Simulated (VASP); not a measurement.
# B (P-3m1) in VASP: notebook

The runs below take B through relaxation of cell and atoms, single point, with PBE.

All numbers are computed with VASP 6.6.1; they aren't measurements. Logs are shortened: lines on timing, memory, paths and dates and some standing lists are left out, and cuts for length are marked.

## 1. The cell of the first run

It takes space group P-3m1 (No. 164, trigonal). Conventional cell: a = 2.847 Å, b = 2.847 Å, c = 6.596 Å, α = 90.00°, β = 90.00°, γ = 120.00°. B (site symmetry 3m) has 7 B at 1.64 to 1.97 Å within 2.2 Å. B (site symmetry 3m) has 7 B at 1.68 to 1.95 Å within 2.2 Å. B (site symmetry 3m) has 7 B at 1.64 to 2.00 Å within 2.2 Å. B (site symmetry -3m) has 8 B at 1.68 to 1.97 Å within 2.2 Å.

The cell was built from a structure type or drawn by symmetry, and may not be a known phase.

## 2. Relaxation of cell and atoms, PBE

INCAR

```
SYSTEM = B
ALGO = Normal ; EDIFF = 1E-7
EDIFFG = -0.04 ; ENCUT = 600
GGA = PE ; IBRION = 2
ISIF = 3 ; ISMEAR = 0
LASPH = .True. ; LCHARG = .False.
LREAL = .False. ; LWAVE = .False.
NELM = 80 ; NSW = 90
PREC = Accurate ; SIGMA = 0.1
```

KPOINTS

```
k-points
0
Gamma
  6 6 4
  0 0 0
```

POSCAR

```
B
1.0
    2.8473213310      0.0000000000      0.0000000000
   -1.4236606655      2.4658526053      0.0000000000
    0.0000000000      0.0000000000      6.5959736222
B
7
Direct
    0.6666666667      0.3333333333      0.6639010466
    0.0000000000      0.0000000000      0.7552563398
    0.6666666667      0.3333333333      0.9131078707
    0.3333333333      0.6666666667      0.0868921293
    0.0000000000      0.0000000000      0.2447436602
    0.3333333333      0.6666666667      0.3360989534
    0.0000000000      0.0000000000      0.5000000000
```

Potentials or basis: VASP PAW PBE potentials, release 64 (B).

Command:

```bash
> cat potpaw_PBE.64/B/POTCAR > POTCAR
> mpirun -np 1 vasp_std > vasp.out
```

OUTCAR:

```text
SYSTEM = B
   EDIFF = 1E-7
   EDIFFG = -0.04
   ENCUT = 600
   GGA = PE
   IBRION = 2
   ISIF = 3
   ISMEAR = 0
   LASPH = .True.
   LREAL = .False.
   NELM = 80
   NSW = 90
   PREC = Accurate

 ion  position               nearest neighbor table
   1  0.667  0.333  0.664-   3 1.64   2 1.75   2 1.75   2 1.75   7 1.97   7 1.97   7 1.97
   2  0.000  0.000  0.755-   7 1.68   1 1.75   1 1.75   1 1.75   3 1.95   3 1.95   3 1.95
   3  0.667  0.333  0.913-   1 1.64   2 1.95   2 1.95   2 1.95   4 2.00   4 2.00   4 2.00
   4  0.333  0.667  0.087-   6 1.64   5 1.95   5 1.95   5 1.95   3 2.00   3 2.00   3 2.00
   5  0.000  0.000  0.245-   7 1.68   6 1.75   6 1.75   6 1.75   4 1.95   4 1.95   4 1.95
   6  0.333  0.667  0.336-   4 1.64   5 1.75   5 1.75   5 1.75   7 1.97   7 1.97   7 1.97
   7  0.000  0.000  0.500-   2 1.68   5 1.68   1 1.97   6 1.97   6 1.97   1 1.97   1 1.97   6 1.97

  LATTYP: Found a hexagonal cell.
 ALAT       =     2.8473213310
 C/A-ratio  =     2.3165540013

  Lattice vectors:

 A1 = (   2.8473213310,   0.0000000000,   0.0000000000)
 A2 = (  -1.4236606655,   2.4658526053,   0.0000000000)
 A3 = (   0.0000000000,   0.0000000000,   6.5959736222)

Analysis of symmetry for initial positions (statically):
=====================================================================
 Subroutine PRICEL returns:
 Original cell was already a primitive cell.

 Routine SETGRP: Setting up the symmetry group for a
 hexagonal supercell.

 Subroutine GETGRP returns: Found 12 space group operations
 (whereof 12 operations were pure point group operations)
 out of a pool of 24 trial point group operations.

The static configuration has the point symmetry D_3d.

Analysis of symmetry for dynamics (positions and initial velocities):
=====================================================================
 Subroutine PRICEL returns:
 Original cell was already a primitive cell.

 Routine SETGRP: Setting up the symmetry group for a
 hexagonal supercell.

 Subroutine GETGRP returns: Found 12 space group operations
 (whereof 12 operations were pure point group operations)
 out of a pool of 24 trial point group operations.

The dynamic configuration has the point symmetry D_3d.

 Subroutine INISYM returns: Found 12 space group operations
 (whereof 12 operations are pure point group operations),
 and found     1 'primitive' translations

----------------------------------------------------------------------------------------

                                     Primitive cell

  volume of cell :      46.3108

  direct lattice vectors                    reciprocal lattice vectors
     2.847321331  0.000000000  0.000000000     0.351207287  0.202769622  0.000000000
    -1.423660665  2.465852605  0.000000000     0.000000000  0.405539243  0.000000000
     0.000000000  0.000000000  6.595973622     0.000000000  0.000000000  0.151607641

  length of vectors
     2.847321331  2.847321331  6.595973622     0.405539243  0.405539243  0.151607641

  position of ions in fractional coordinates (direct lattice)
     0.666666667  0.333333333  0.663901047
     0.000000000  0.000000000  0.755256340
     0.666666667  0.333333333  0.913107871
     0.333333333  0.666666667  0.086892129
     0.000000000  0.000000000  0.244743660
     0.333333333  0.666666667  0.336098953
     0.000000000  0.000000000  0.500000000

  ion indices of the primitive-cell ions
   primitive index   ion index
                 1           1
                 2           2
                 3           3
                 4           4
                 5           5
                 6           6
                 7           7

----------------------------------------------------------------------------------------

 KPOINTS: k-points

Automatic generation of k-mesh.
 Grid dimensions read from file:
 generate k-points for:    6    6    4

 Generating k-lattice:

  Cartesian coordinates                     Fractional coordinates (reciprocal lattice)
     0.058534548  0.033794937  0.000000000     0.166666667 -0.000000000  0.000000000
     0.000000000  0.067589874  0.000000000     0.000000000  0.166666667  0.000000000
     0.000000000  0.000000000  0.037901910     0.000000000  0.000000000  0.250000000

  Length of vectors
     0.067589874  0.067589874  0.037901910

  Shift w.r.t. Gamma in fractional coordinates (k-lattice)
     0.000000000  0.000000000  0.000000000

 Subroutine IBZKPT returns following result:
 ===========================================

 Found     24 irreducible k-points:

 Following reciprocal coordinates:
            Coordinates               Weight
  0.000000  0.000000  0.000000      1.000000
  0.166667  0.000000  0.000000      6.000000
  0.333333  0.000000  0.000000      6.000000
  0.500000  0.000000  0.000000      3.000000
  0.166667  0.166667  0.000000      6.000000
  0.333333  0.166667  0.000000     12.000000
[... 16 lines left out ...]
  0.333333  0.166667  0.500000     12.000000
  0.333333  0.333333  0.500000      2.000000
   k-points           NKPTS =     24   k-points in BZ     NKDIM =     24   number of bands    NBANDS=     14
   number of dos      NEDOS =    301   number of ions     NIONS =      7
   total plane-waves  NPLWV =  31104
   dimension x,y,z NGX =    24 NGY =   24 NGZ =   54
   dimension x,y,z NGXF=    48 NGYF=   48 NGZF=  108
   ions per type =               7
   NGX,Y,Z   is equivalent  to a cutoff of  14.01, 14.01, 13.61 a.u.
   NGXF,Y,Z  is equivalent  to a cutoff of  28.03, 28.03, 27.22 a.u.
 SYSTEM =  B
   PREC   = accura    normal or accurate (medium, high low for compatibility)
   ISTART =      0    job   : 0-new  1-cont  2-samecut
   ICHARG =      2    charge: 1-file 2-atom 10-const
   ISPIN  =      1    spin polarized calculation?
   LNONCOLLINEAR =      F non collinear calculations
   LSORBIT =      F    spin-orbit coupling
   LASPH  =      T    aspherical Exc in radial PAW
   ENCUT  =  600.0 eV  44.10 Ry    6.64 a.u.   5.69  5.69 13.17*2*pi/ulx,y,z
   NELM   =     80;   NELMIN=  2; NELMDL= -5     # of ELM steps
   EDIFF  = 0.1E-06   stopping-criterion for ELM
   LREAL  =      F    real-space projection
   EDIFFG = -.4E-01   stopping-criterion for IOM
   NSW    =     90    number of steps for IOM
   IBRION =      2    ionic relax: 0-MD 1-quasi-New 2-CG
   NFREE  =      1    steps in history (QN), initial steepest desc. (CG)
   ISIF   =      3    stress and relaxation
   ISYM   =      2    0-nonsym 1-usesym 2-fastsym
   POTIM  = 0.5000    time-step for ionic-motion
   TEBEG  =    0.0;   TEEND  =   0.0 temperature during run
   PSTRESS=    0.0 pullay stress
   NELECT =      21.0000    total number of electrons
   NUPDOWN=      -1.0000    fix difference up-down
   EMIN   =  10.00;   EMAX   =-10.00  energy-range for DOS
   EFERMI =   0.00;   METHOD = LEGACY
   ISMEAR =     0;   SIGMA  =   0.10  broadening in eV -4-tet -1-fermi 0-gaus
   EFERMI_NEDOS =   21; number of points for ismear=-14 and -15
   IALGO  =     38    algorithm
   IMIX   =      4    mixing-type and parameters
     AMIX     =   0.40;   BMIX     =  1.00
     AMIX_MAG =   1.60;   BMIX_MAG =  1.00
  volume/ion in A,a.u.               =       6.62        44.65
  Fermi-wavevector in a.u.,A,eV,Ry     =   1.257729  2.376763 21.522816  1.581882
  Thomas-Fermi vector in A             =   2.391374
   LORBIT       =      0    0 simple, 1 ext, 2 COOP (PROOUT), +10 PAW based schemes
   GGA     = PE    functional components
   LHFCALC =     F    Hartree Fock is set to
   AEXX    =    0.0000 exact exchange contribution
   IVDW    =     0    specifies the selected vdW correction
   LEPSILON=     F    determine dielectric tensor
   LRPA    =     F    only Hartree local field effects (RPA)
 conjugate gradient relaxation of ions
 non-spin polarized calculation
 Gauss-broadening in eV      SIGMA  =   0.10
  energy-cutoff  :      600.00
  volume of cell :       46.31
 maximum number of plane-waves:      1558
 NGX is ok and might be reduce to    24
   NGX = 11   NGY = 11   NGZ = 27

--------------------------------------- Ionic step        1  -------------------------------------------

 number of electron      21.0000000 magnetization

 Free energy of the ion-electron system (eV)
  ---------------------------------------------------
  ext. energy  EPLUGINS =         0.00000000
  ---------------------------------------------------
  free energy    TOTEN  =       -43.87202035 eV

  energy without entropy =      -43.86408379  energy(sigma->0) =      -43.86805207

------------------------ aborting loop because EDIFF is reached ----------------------------------------

  FORCE on cell =-STRESS in cart. coord.  units (eV):
  Direction    XX          YY          ZZ          XY          YZ          ZX
  --------------------------------------------------------------------------------------
  -------------------------------------------------------------------------------------
  Total       -0.3810768     -0.3810768      0.9527453      0.0000000      0.0000000     -0.0000000
  in kB      -13.1837980    -13.1837980     32.9613413      0.0000000      0.0000000     -0.0000000
  external PRESSURE =       2.1979151 kB  Pullay stress =       0.0000000 kB
[... 190 lines left out ...]
  energy  without entropy=      -43.8711229062  energy(sigma->0) =      -43.87452517

--------------------------------------- Ionic step        6  -------------------------------------------

 number of electron      21.0000000 magnetization

 Free energy of the ion-electron system (eV)
  ---------------------------------------------------
  ext. energy  EPLUGINS =         0.00000000
  ---------------------------------------------------
  free energy    TOTEN  =       -43.87824381 eV

  energy without entropy =      -43.87148878  energy(sigma->0) =      -43.87486630

 E-fermi :   7.4030     XC(G=0): -12.2285

 val. band max:        7.3657112163   @ k =   0.1667   0.1667   0.5000
 cond. band min:       7.4216832672   @ k =   0.3333   0.1667   0.5000
 fundamental gap:      0.0559720509
 Fermi energy:         7.4030206718

 k-point     1 :       0.0000    0.0000    0.0000
  band No.  band energies     occupation
      1      -9.1975      2.00000
      2      -7.2245      2.00000
      3      -5.5497      2.00000
      4       0.4983      2.00000
      5       1.5556      2.00000
      6       6.0703      2.00000
      7       6.0703      2.00000
      8       6.8889      2.00000
      9       6.8889      2.00000
     10      11.7119      0.00000
     11      11.7119      0.00000
     12      12.0709      0.00000
     13      12.0801      0.00000
     14      12.0801      0.00000
[... 423 lines left out ...]
  FREE ENERGIE OF THE ION-ELECTRON SYSTEM (eV)
  ---------------------------------------------------
  free  energy   TOTEN  =       -43.8782438128 eV

  energy  without entropy=      -43.8714887837  energy(sigma->0) =      -43.87486630

 reached required accuracy - stopping structural energy minimisation
```

Wall time 31 s (1 thread of Intel Xeon 6975P-C (Granite Rapids), shared host); peak memory 0.17 GiB.

Results:

* Free energy: -43.8782 eV
* Relaxed volume: 6.64 Å³/atom
* Relaxed cell: a = 2.843 Å, b = 2.843 Å, c = 6.639 Å, α = 90.00°, β = 90.00°, γ = 120.00°
* Space group after relaxing (to 0.1 Å): P-3m1 (No. 164)
* Energy gained by relaxing: 0.9 meV/atom
* Ionic steps: 6
* Pressure after relaxing: -0.1 GPa
* Largest force after relaxing: 0.014 eV/Å
* Band gap on the k mesh: zero (an odd number of electrons rules out a gap without spin polarisation)

Forces on the atoms (eV/Å):
```
B    0.000  0.000 -0.014
B    0.000  0.000  0.006
B    0.000  0.000 -0.011
B    0.000  0.000  0.011
B    0.000  0.000 -0.006
B    0.000  0.000  0.014
B    0.000  0.000  0.000
```

The path:
| step | energy change (eV) | largest force (eV/Å) | pressure (GPa) | volume (Å³) |
| --- | --- | --- | --- | --- |
| 1 | 0.0000 | 0.1486 | 0.22 | 46.31 |
| 2 | -0.0052 | 0.0878 | 0.02 | 46.37 |
| 3 | -0.0053 | 0.0876 | 0.04 | 46.36 |
| 4 | -0.0058 | 0.1077 | 0.45 | 46.38 |
| 5 | -0.0059 | 0.0692 | 0.31 | 46.38 |
| 6 | -0.0062 | 0.0144 | -0.13 | 46.46 |

Final structure:
```xyz
7
Lattice="2.8429 0.0000 0.0000 -1.4214 2.4620 0.0000 0.0000 0.0000 6.6385" Properties=species:S:1:pos:R:3 pbc="T T T"
B     1.4214    0.8207    4.4099
B     0.0000    0.0000    5.0055
B     1.4214    0.8207    6.0500
B     0.0000    1.6413    0.5885
B     0.0000    0.0000    1.6330
B     0.0000    1.6413    2.2286
B     2.8429    0.0000    3.3193
```

Levels at points of the mesh, in eV from the Fermi level:
| k point | band 7 | band 8 | band 9 | band 10 | band 11 | band 12 | band 13 | band 14 |
| --- | --- | --- | --- | --- | --- | --- | --- | --- |
| (0.00, 0.00, 0.00) | -1.33 | -0.51 | -0.51 | 4.31 | 4.31 | 4.67 | 4.68 | 4.68 |
| (0.50, 0.00, 0.00) | -4.72 | -4.44 | -2.71 | -1.28 | -0.41 | 0.28 | 2.95 | 3.61 |
| (0.00, 0.00, 0.50) | -1.37 | -0.37 | -0.37 | 2.07 | 3.03 | 3.03 | 6.08 | 6.08 |
| (0.50, 0.00, 0.50) | -5.62 | -4.33 | -3.81 | -3.61 | 2.06 | 2.62 | 3.22 | 3.28 |

Caveat: the k points lie up to 0.43 Å⁻¹ apart in the final cell, too coarse for converged energies and pressures of a metal.

## 3. Relaxation of cell and atoms, PBE

This run uses another cell than the first one, of 6.64 Å³/atom.

INCAR

```
SYSTEM = B
PREC = Accurate
ENCUT = 600
EDIFF = 1E-6
ISMEAR = 0
SIGMA = 0.1
LREAL = .False.
LASPH = .True.
NELM = 100
ALGO = Normal
ISIF = 3
LWAVE = .False.
LCHARG = .False.
GGA = PE
IBRION = 2
NSW = 90
EDIFFG = -0.04
```

KPOINTS

```
regular mesh
0
Gamma
  12 12 2
  0 0 0
```

POSCAR

```
B
1.0
    2.4016410961      0.0000000000      0.0000000000
   -1.2008205480      2.0798822000      0.0000000000
    0.0000000000      0.0000000000      9.3119611121
B
7
Direct
    0.6666666667      0.3333333333      0.6462347389
    0.0000000000      0.0000000000      0.7884928670
    0.6666666667      0.3333333333      0.9286126773
    0.3333333333      0.6666666667      0.0713873227
    0.0000000000      0.0000000000      0.2115071330
    0.3333333333      0.6666666667      0.3537652611
    0.0000000000      0.0000000000      0.5000000000
```

Potentials or basis: VASP PAW PBE potentials, release 64 (B).

Command:

```bash
> cat potpaw_PBE.64/B/POTCAR > POTCAR
> mpirun -np 1 vasp_std > vasp.out
```

Run time: 4.3 min. Hardware: 1 thread of Intel Xeon 6975P-C (Granite Rapids), shared host; peak memory 0.18 GiB.

Results (log left out):

| Quantity | Value |
| --- | --- |
| Free energy | -43.8640 eV |
| Relaxed volume | 6.62 Å³/atom |
| Relaxed cell | a = 2.848 Å, b = 2.848 Å, c = 6.601 Å, α = 90.00°, β = 90.00°, γ = 120.00° |
| Space group after relaxing (to 0.1 Å) | P-3m1 (No. 164) |
| Energy gained by relaxing | 936.0 meV/atom |
| Ionic steps | 27 |
| Pressure after relaxing | 0.0 GPa |
| Largest force after relaxing | 0.033 eV/Å |
| Band gap on the k mesh | zero (an odd number of electrons rules out a gap without spin polarisation) |

Forces on the atoms (eV/Å):
```
B    0.000  0.000  0.008
B    0.000  0.000  0.032
B    0.000  0.000  0.033
B    0.000  0.000 -0.033
B    0.000  0.000 -0.032
B    0.000  0.000 -0.008
B    0.000  0.000  0.000
```

Stress tensor (GPa, compression positive):
```
-0.08  0.00  0.00
 0.00 -0.08  0.00
 0.00  0.00  0.11
```

Step by step:
```
step  energy change (eV)  largest force (eV/Å)  pressure (GPa)  volume (Å³)
   1              0.0000                0.2393           -1.22        46.51
   2             -0.0118                0.1795            0.77        46.17
   3             -0.0163                0.0845            2.81        45.85
   4             -0.0220                0.0622            2.59        45.97
   5             -0.0289                0.0579            1.91        46.22
   6             -0.0500                0.1031           -0.08        46.70
   7             -0.2765                0.4420           -4.19        47.63
   8             -1.4443                1.2721          -12.77        49.30
   9             -4.0373                3.8351           -9.35        51.82
  10             -3.8478                0.9747          -14.51        51.24
  11             -4.0716                2.3920          -12.07        51.60
  12             -4.0821                2.8110          -11.29        51.68
  13             -4.2915                2.6934          -11.11        51.24
  14             -4.9235                2.2492           -9.88        49.92
  15             -6.0081                1.6872           -3.93        47.26
  16             -5.6881                0.9320           28.49        41.86
  17             -6.3263                1.4087            5.75        45.15
  18             -6.3391                1.2202            9.18        44.51
  19             -6.4541                0.7273            2.94        45.17
  20             -6.4553                0.7129            2.30        45.24
  21             -6.5014                0.4657            1.19        45.62
  22             -6.5397                0.1107           -0.23        46.30
  23             -6.5413                0.0997           -0.51        46.47
  24             -6.5512                0.1257           -1.02        46.52
  25             -6.5512                0.1215           -0.98        46.51
  26             -6.5521                0.0547            0.22        46.34
  27             -6.5521                0.0333           -0.02        46.37
```

Final structure:
```xyz
7
Lattice="2.8482 0.0000 0.0000 -1.4241 2.4666 0.0000 0.0000 0.0000 6.6005" Properties=species:S:1:pos:R:3 pbc="T T T"
B     1.4241    0.8222    4.3802
B     0.0000    0.0000    4.9826
B     1.4241    0.8222    6.0244
B     0.0000    1.6444    0.5761
B     0.0000    0.0000    1.6179
B     0.0000    1.6444    2.2203
B     0.0000    0.0000    3.3003
```

Levels at points of the mesh, in eV from the Fermi level:
```
           k point  band 7  band 8  band 9  band 10  band 11  band 12  band 13  band 14
(0.00, 0.00, 0.00)   -1.47   -0.63   -0.63     4.14     4.14     4.58     4.58     4.59
(0.50, 0.00, 0.00)   -4.86   -4.48   -2.79    -1.28    -0.44     0.12     2.94     3.43
(0.00, 0.00, 0.50)   -1.50   -0.49   -0.49     2.04     2.88     2.88     5.88     5.88
(0.50, 0.00, 0.50)   -5.67   -4.46   -3.84    -3.73     2.02     2.49     3.15     3.27
```

Caveat: a cell axis changed by over 15 % at a fixed basis, so the end point is rough.

(Continued in part 2 of 2.)
